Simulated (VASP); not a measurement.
Wanted: the native input for a VASP 6.6.1 run.

```yaml
Task: relaxation of the atoms
Functional: PBE
Dispersion: D3(BJ)
Potentials_or_basis: VASP PAW PBE potentials, release 64 (As, In_d)
Cutoff: 520 eV
k_mesh: 9 × 9 × 1
Occupations: gaussian, width 0.1 eV
Spin: no spin polarisation
Dipole_correction: yes
Atoms_held_fixed_from_0: "[0, 2]"
Further_INCAR_settings: ALGO = Normal; EDIFF = 1e-06; IBRION = 2; EDIFFG = -0.03; NSW = 70
```

The structure of InAs lies in POSCAR:

```
InAs
1.0
    4.3220706691      0.0000000000      0.0000000000
   -2.1610353346      3.7430229964      0.0000000000
    0.0000000000      0.0000000000     18.4111949048
As In
2 2
Selective dynamics
Direct
    0.0000000000      0.0000000000      0.3802034597  F F F
    0.3333333333      0.6666666667      0.5718779242  T T T
    0.3333333333      0.6666666667      0.4281220758  F F F
    0.6666666667      0.3333333333      0.6197965403  T T T
```

The input as run:

INCAR

```
PREC     = Accurate       # precision mode
ENCUT    = 520            # plane-wave cutoff, eV
EDIFF    = 1E-6           # SCF threshold, eV
ISMEAR   = 0              # smearing method
SIGMA    = 0.1            # smearing width, eV
LREAL    = F              # projectors in reciprocal space
LASPH    = T              # aspherical terms in the spheres
NELM     = 80             # most SCF steps
ALGO     = Normal         # electronic algorithm
ISIF     = 2              # what is computed and relaxed
LWAVE    = F              # write WAVECAR
LCHARG   = F              # write CHGCAR
LDIPOL   = T            
IDIPOL   = 3            
DIPOL    = 0.5 0.5 0.500
GGA      = PE             # functional
IVDW     = 12             # dispersion correction
IBRION   = 2              # ionic algorithm
NSW      = 70             # ionic steps
EDIFFG   = -0.03          # ionic threshold
```

KPOINTS

```
regular mesh
0
Gamma
  9 9 1
```

Potentials or basis: VASP PAW PBE potentials, release 64 (As, In_d).

The run is started by

```bash
$ cat potpaw_PBE.64/As/POTCAR potpaw_PBE.64/In_d/POTCAR > POTCAR
$ mpirun -np 1 vasp_std > vasp.out
```

Results of the run:

The energy gained by relaxing is 19.7 meV/atom. The ionic steps are 9. The band gap on the k mesh is zero (filled and empty bands touch) and the dispersion energy per atom is -0.208 eV.

Caveat: spin-orbit coupling is left out, which moves the levels of the heavy elements.

It took 6.3 min on 1 thread of Intel(R) Xeon(R) Platinum 8488C (Sapphire Rapids), with other jobs on the host, peak memory 0.44 GiB.
